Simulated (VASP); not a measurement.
# K2Ta (P4/nmm) in VASP: single point with PBE

Aim: the single point of K2Ta with PBE.

All numbers are computed with VASP 6.6.1; they aren't measurements. Logs are shortened: lines on timing, memory, paths and dates and some standing lists are left out, and cuts for length are marked.

### Step 1. The cell of the first run

The structure is tetragonal, space group P4/nmm (No. 129). The conventional cell has a = 3.887 Å, b = 3.887 Å, c = 15.191 Å, α = 90.00°, β = 90.00°, γ = 90.00°. Within 3.6 Å of K (site symmetry -4m2) lie 4 K at 2.75 Å. K (site symmetry 4mm) has 5 Ta at 3.60 to 3.96 Å and 8 K at 3.89 to 4.79 Å within 4.8 Å. Ta (site symmetry 4mm) has 8 Ta at 2.85 to 3.89 Å and 5 K at 3.60 to 3.96 Å within 4.0 Å.

### Step 2. Single point, PBE

INCAR reads:

```
PREC     = Accurate       # precision mode
ENCUT    = 520            # plane-wave cutoff, eV
EDIFF    = 1E-7           # SCF threshold, eV
ISMEAR   = 0              # smearing method
SIGMA    = 0.1            # smearing width, eV
LREAL    = False          # projectors in reciprocal space
LASPH    = True           # aspherical terms in the spheres
NELM     = 60             # most SCF steps
ALGO     = Fast           # electronic algorithm
ISIF     = 2              # what is computed and relaxed
LWAVE    = False          # write WAVECAR
LCHARG   = False          # write CHGCAR
GGA      = PE             # functional
NBANDS   = 38             # bands
```

KPOINTS reads:

```
Automatic mesh
0
Gamma
  4 4 4
```

POSCAR reads:

```
K2Ta
1.0
    3.8873074294      0.0000000000      0.0000000000
    0.0000000000      3.8873074294      0.0000000000
    0.0000000000      0.0000000000     15.1913850890
K Ta
4 2
Direct
    0.0000000000      0.0000000000      0.0000000000
    0.5000000000      0.5000000000      0.0000000000
    0.0000000000      0.5000000000      0.2879846180
    0.5000000000      0.0000000000      0.7120153820
    0.0000000000      0.5000000000      0.5247558540
    0.5000000000      0.0000000000      0.4752441460
```

Potentials or basis: VASP PAW PBE potentials, release 64 (K_sv, Ta_pv).

On the command line:

```sh
$ cat potpaw_PBE.64/K_sv/POTCAR potpaw_PBE.64/Ta_pv/POTCAR > POTCAR
$ mpirun -np 1 vasp_std > vasp.out
```

OUTCAR:

```text
PREC = Accurate
   ENCUT = 520
   EDIFF = 1E-7
   ISMEAR = 0
   LREAL = False
   LASPH = True
   NELM = 60
   ISIF = 2
   GGA = PE

 ion  position               nearest neighbor table
   1  0.000  0.000  0.000-   2 2.75   2 2.75   2 2.75   2 2.75
   2  0.500  0.500  0.000-   1 2.75   1 2.75   1 2.75   1 2.75
   3  0.000  0.500  0.288-   5 3.60
   4  0.500  0.000  0.712-   6 3.60
   5  0.000  0.500  0.525-   6 2.85   6 2.85   6 2.85   6 2.85   3 3.60
   6  0.500  0.000  0.475-   5 2.85   5 2.85   5 2.85   5 2.85   4 3.60

  LATTYP: Found a simple tetragonal cell.
 ALAT       =     3.8873074294
 C/A-ratio  =     3.9079453748

  Lattice vectors:

 A1 = (   3.8873074294,   0.0000000000,   0.0000000000)
 A2 = (   0.0000000000,   3.8873074294,   0.0000000000)
 A3 = (   0.0000000000,   0.0000000000,  15.1913850890)

Analysis of symmetry for initial positions (statically):
=====================================================================
 Subroutine PRICEL returns:
 Original cell was already a primitive cell.

 Routine SETGRP: Setting up the symmetry group for a
 simple tetragonal supercell.

 Subroutine GETGRP returns: Found 16 space group operations
 (whereof  8 operations were pure point group operations)
 out of a pool of 16 trial point group operations.

The static configuration has the point symmetry D_2d.
 The point group associated with its full space group is D_4h.

Analysis of symmetry for dynamics (positions and initial velocities):
=====================================================================
 Subroutine PRICEL returns:
 Original cell was already a primitive cell.

 Routine SETGRP: Setting up the symmetry group for a
 simple tetragonal supercell.

 Subroutine GETGRP returns: Found 16 space group operations
 (whereof  8 operations were pure point group operations)
 out of a pool of 16 trial point group operations.

The dynamic configuration has the point symmetry D_2d.
 The point group associated with its full space group is D_4h.

 Subroutine INISYM returns: Found 16 space group operations
 (whereof  8 operations are pure point group operations),
 and found     1 'primitive' translations

----------------------------------------------------------------------------------------

                                     Primitive cell

  volume of cell :     229.5594

  direct lattice vectors                    reciprocal lattice vectors
[... 90 lines left out ...]
   EDIFFG = 0.1E-05   stopping-criterion for IOM
   NSW    =      0    number of steps for IOM
   IBRION =     -1    ionic relax: 0-MD 1-quasi-New 2-CG
   NFREE  =      0    steps in history (QN), initial steepest desc. (CG)
   ISIF   =      2    stress and relaxation
   ISYM   =      2    0-nonsym 1-usesym 2-fastsym
   POTIM  = 0.5000    time-step for ionic-motion
   TEBEG  =    0.0;   TEEND  =   0.0 temperature during run
   PSTRESS=    0.0 pullay stress
   NELECT =      58.0000    total number of electrons
   NUPDOWN=      -1.0000    fix difference up-down
   EMIN   =  10.00;   EMAX   =-10.00  energy-range for DOS
   EFERMI =   0.00;   METHOD = LEGACY
   ISMEAR =     0;   SIGMA  =   0.10  broadening in eV -4-tet -1-fermi 0-gaus
   EFERMI_NEDOS =   21; number of points for ismear=-14 and -15
   IALGO  =     68    algorithm
   IMIX   =      4    mixing-type and parameters
     AMIX     =   0.40;   BMIX     =  1.00
     AMIX_MAG =   1.60;   BMIX_MAG =  1.00
  volume/ion in A,a.u.               =      38.26       258.19
  Fermi-wavevector in a.u.,A,eV,Ry     =   1.034949  1.955771 14.573476  1.071120
  Thomas-Fermi vector in A             =   2.169269
   LORBIT       =      0    0 simple, 1 ext, 2 COOP (PROOUT), +10 PAW based schemes
   GGA     = PE    functional components
   LHFCALC =     F    Hartree Fock is set to
   AEXX    =    0.0000 exact exchange contribution
   IVDW    =     0    specifies the selected vdW correction
   LEPSILON=     F    determine dielectric tensor
   LRPA    =     F    only Hartree local field effects (RPA)
 non-spin polarized calculation
 RMM-DIIS sequential band-by-band and
 Gauss-broadening in eV      SIGMA  =   0.10
  energy-cutoff  :      520.00
  volume of cell :      229.56
 maximum number of plane-waves:      6228
 NGX is ok and might be reduce to    30
   NGX = 15   NGY = 15   NGZ = 57

 number of electron      58.0000006 magnetization

 Free energy of the ion-electron system (eV)
  ---------------------------------------------------
  ext. energy  EPLUGINS =         0.00000000
  ---------------------------------------------------
  free energy    TOTEN  =       -20.22435502 eV

  energy without entropy =      -20.18634136  energy(sigma->0) =      -20.20534819

 E-fermi :   1.5400     XC(G=0):  -7.7700

 val. band max:        1.4796373715   @ k =   0.2500   0.2500   0.2500
 cond. band min:       1.5665233135   @ k =   0.2500   0.2500   0.5000
 fundamental gap:      0.0868859419
 Fermi energy:         1.5399540164

 k-point     1 :       0.0000    0.0000    0.0000
  band No.  band energies     occupation
      1     -32.9569      2.00000
      2     -32.9309      2.00000
      3     -32.9309      2.00000
      4     -32.9079      2.00000
      5     -32.2984      2.00000
      6     -32.2984      2.00000
[... 727 lines left out ...]
     37       4.1310      0.00000
     38       4.3724      0.00000

------------------------ aborting loop because EDIFF is reached ----------------------------------------

  FORCE on cell =-STRESS in cart. coord.  units (eV):
  Direction    XX          YY          ZZ          XY          YZ          ZX
  --------------------------------------------------------------------------------------
  -------------------------------------------------------------------------------------
  Total        0.1240393      0.1240393      0.0205320      0.0000000      0.0000000      0.0000000
  in kB        0.8657146      0.8657146      0.1433000      0.0000000      0.0000000      0.0000000
  external PRESSURE =       0.6249097 kB  Pullay stress =       0.0000000 kB

 VOLUME and BASIS-vectors are now :
 -----------------------------------------------------------------------------
  energy-cutoff  :      520.00
  volume of cell :      229.56
      direct lattice vectors                 reciprocal lattice vectors
     3.887307429  0.000000000  0.000000000     0.257247470  0.000000000  0.000000000
     0.000000000  3.887307429  0.000000000     0.000000000  0.257247470  0.000000000
     0.000000000  0.000000000 15.191385089     0.000000000  0.000000000  0.065826782

 POSITION                                       TOTAL-FORCE (eV/Angst)
 -----------------------------------------------------------------------------------
      0.00000      0.00000      0.00000         0.000000      0.000000      0.000000
      1.94365      1.94365      0.00000        -0.000000     -0.000000      0.000000
      0.00000      1.94365      4.37489        -0.000000     -0.000000      0.018354
      1.94365      0.00000     10.81650         0.000000     -0.000000     -0.018354
      0.00000      1.94365      7.97177        -0.000000     -0.000000      0.026165
      1.94365      0.00000      7.21962         0.000000      0.000000     -0.026165
 -----------------------------------------------------------------------------------
    total drift:                                0.000000      0.000000     -0.000000

  FREE ENERGIE OF THE ION-ELECTRON SYSTEM (eV)
  ---------------------------------------------------
  free  energy   TOTEN  =       -20.2243550179 eV

  energy  without entropy=      -20.1863413589  energy(sigma->0) =      -20.20534819
```

Run time: 8 min. Hardware: 1 thread of Oxide Virtual Turin-like, shared host; peak memory 0.36 GiB.

What came out:

* Free energy: -20.2244 eV
* Pressure: 0.1 GPa
* Largest force: 0.026 eV/Å
* Band gap on the k mesh: zero (bands 29 and 30 overlap by 0.99 eV)

Forces in eV/Å, atoms in the order of the input:
```
K    0.000  0.000  0.000
K    0.000  0.000  0.000
K    0.000  0.000  0.018
K    0.000  0.000 -0.018
Ta   0.000  0.000  0.026
Ta   0.000  0.000 -0.026
```

Caveat: the k points lie up to 0.40 Å⁻¹ apart, too coarse for converged energies and pressures of a metal; spin-orbit coupling is left out, which moves the levels of the heavy elements.
